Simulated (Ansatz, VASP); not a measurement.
## Two plane-wave programs on Cs2B4H

The input INCAR:

```
SYSTEM = Cs2B4H
PREC = Accurate
ENCUT = 600
EDIFF = 1E-6
ISMEAR = 0
SIGMA = 0.1
LREAL = .False.
LASPH = .True.
NELM = 60
ALGO = Normal
ISIF = 3
LWAVE = .False.
LCHARG = .False.
GGA = PE
IBRION = 2
NSW = 90
EDIFFG = -0.04
```

Contents of KPOINTS:

```
regular mesh
0
Gamma
  4 4 2
  0 0 0
```

Contents of POSCAR:

```
Cs2B4H
1.0
    4.3250581200      0.0000000000      0.0000000000
    0.0000000000      4.3250581200      0.0000000000
    0.0000000000      0.0000000000      7.8960923200
Cs B H
2 4 1
Direct
    0.5000000000      0.5000000000      0.5000000000
    0.0000000000      0.0000000000      0.0000000000
    0.5000000000      0.5000000000      0.8702969400
    0.5000000000      0.5000000000      0.1297030600
    0.0000000000      0.0000000000      0.6972143900
    0.0000000000      0.0000000000      0.3027856100
    0.5000000000      0.5000000000      0.0000000000
```

Input for Ansatz:

```yaml
crystal:
  lattice:
    - [4.32505812, 0.0, 0.0]
    - [0.0, 4.32505812, 0.0]
    - [0.0, 0.0, 7.89609232]
  atoms:
    - { symbol: Cs, position: [0.5, 0.5, 0.5] }
    - { symbol: Cs, position: [0.0, 0.0, 0.0] }
    - { symbol: B, position: [0.5, 0.5, 0.87029694] }
    - { symbol: B, position: [0.5, 0.5, 0.12970306] }
    - { symbol: B, position: [0.0, 0.0, 0.69721439] }
    - { symbol: B, position: [0.0, 0.0, 0.30278561] }
    - { symbol: H, position: [0.5, 0.5, 0.0] }
basis:
  ecutwfc: 420
kpoints:
  mp_grid: { grid: [4, 4, 2] }
hamiltonian:
  xc: pbe
scf:
  occupations: { method: gaussian, width: 0.1 }
  lower_state_search: "off"
output:
  forces: true
  stress: true
  eigenvalues: true
relax:
  adjacent_minimum: "off"
  f_tol: 0.04
  max_steps: 70
  cell: { stress_tol: 0.4 }
```

Alike in both runs: task relaxation of cell and atoms; functional PBE; k mesh 4 × 4 × 2; occupations gaussian, width 0.1 eV; no spin polarisation.

```csv
,VASP,Ansatz
version,VASP 6.6.1,Ansatz 0.2.0
potentials or method,"VASP PAW PBE potentials, release 64 (Cs_sv, B, H), cutoff 600 eV","scalar-relativistic, plane waves, PAW"
valence electrons in the cell,31,31
```

|  | VASP | Ansatz | Ansatz less VASP |
| --- | --- | --- | --- |
| gap on the k mesh at the Fermi level, each at its own relaxed structure (eV) | none | none | - |
| relaxed volume (Å³/atom) | 17.99 | 18.27 | +0.281 |
| relaxed length of the cell vector where the two differ most in proportion (Å) | 12.789 | 13.075 | +0.2860 |

A gap of «none» marks a metal or a gap that the smearing closes.

The k mesh is coarse, so the values compare programs but aren't converged. Spin-orbit coupling is off throughout.
